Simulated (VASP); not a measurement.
Wanted: the native input for a VASP 6.6.1 run.

```
Task                   : single point
Functional             : PBEsol
Potentials or basis    : VASP PAW PBE potentials, release 64 (Li_sv, Cl)
Cutoff                 : 520 eV
k mesh                 : 9 × 9 × 4
Occupations            : gaussian, width 0.05 eV
Spin                   : no spin polarisation
Dipole correction      : no
Further INCAR settings : ALGO = Normal; EDIFF = 1e-06; NBANDS = 18
```

The structure of LiCl lies in POSCAR:

```
LiCl
1.0
    3.9248822083      0.0000000000      0.0000000000
   -1.9624411042      3.3990476993      0.0000000000
    0.0000000000      0.0000000000      6.3571610000
Li Cl
2 2
Direct
    0.6666666667      0.3333333333      0.8760170000
    0.3333333333      0.6666666667      0.3760170000
    0.6666666667      0.3333333333      0.4989840000
    0.3333333333      0.6666666667      0.9989840000
```

One way to write it, as run:

INCAR

```
PREC = Accurate
ENCUT = 520
EDIFF = 1E-6
ISMEAR = 0
SIGMA = 0.05
LREAL = False
LASPH = True
NELM = 60
ALGO = Normal
ISIF = 2
LWAVE = False
LCHARG = False
GGA = PS
NBANDS = 18
```

KPOINTS

```
regular mesh
0
Gamma
  9 9 4
```

Potentials or basis: VASP PAW PBE potentials, release 64 (Li_sv, Cl).

Run with:

```sh
$ cat potpaw_PBE.64/Li_sv/POTCAR potpaw_PBE.64/Cl/POTCAR > POTCAR
$ mpirun -np 1 vasp_std > vasp.out
```

Results of the run:

```
Largest force          : 0.017 eV/Å
Band gap on the k mesh : 5.74 eV, direct
```

Caveat: the PAW data sets were made with another functional, which shifts forces and pressure a little.

Wall time 84 s on 1 thread of Intel Xeon 8259CL (shared host), peak memory 0.21 GiB.
